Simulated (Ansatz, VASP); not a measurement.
## One calculation of SnO, two programs

```
Sn O
1.0
     3.76398    0.00000    0.00000
     0.00000    3.76398    0.00000
     0.00000    0.00000    4.83600
Sn O
2 2
Direct
  0.00000 0.50000 0.23850
  0.50000 0.00000 0.76150
  0.00000 0.00000 0.00000
  0.50000 0.50000 0.00000
```

Change from the starting cell: equal xx and yy strain of -1 %, PAW files.

Alike in both runs: task electric field gradients; functional PBEsol; k mesh 8 × 8 × 6; occupations fermi-dirac, width 0.01 eV; no spin polarisation.

|  | VASP | Ansatz |
| --- | --- | --- |
| version | VASP 6.6.1 | Ansatz 0.2.0 |
| potentials or method | VASP PAW PBE potentials, release 64 (Sn_d, O) | PAW with Ansatz's default frozen-core files, scalar-relativistic |
| plane-wave cutoff (eV) | 520 | 420 |
| valence electrons in the cell | 40 | 40 |

|  | VASP | Ansatz | Ansatz less VASP |
| --- | --- | --- | --- |
| pressure (GPa) | 2.4 | 2.1 | -0.27 |
| traceless stress, the component that is largest in VASP (GPa) | -1.08 | -1.10 | -0.024 |
| rms of the force components (eV/Å) | 0.166 | 0.128 | -0.0374 |
| size of Vzz on the site where it differs most (V/Å²) | 167.0 | 176.6 | +9.61 |

VASP's potentials were made for PBE, not for PBEsol. Atom by atom the forces differ by 0.037 eV/Å (rms over components). The functional is the same, so the differences come from potentials, cutoffs and numerics.
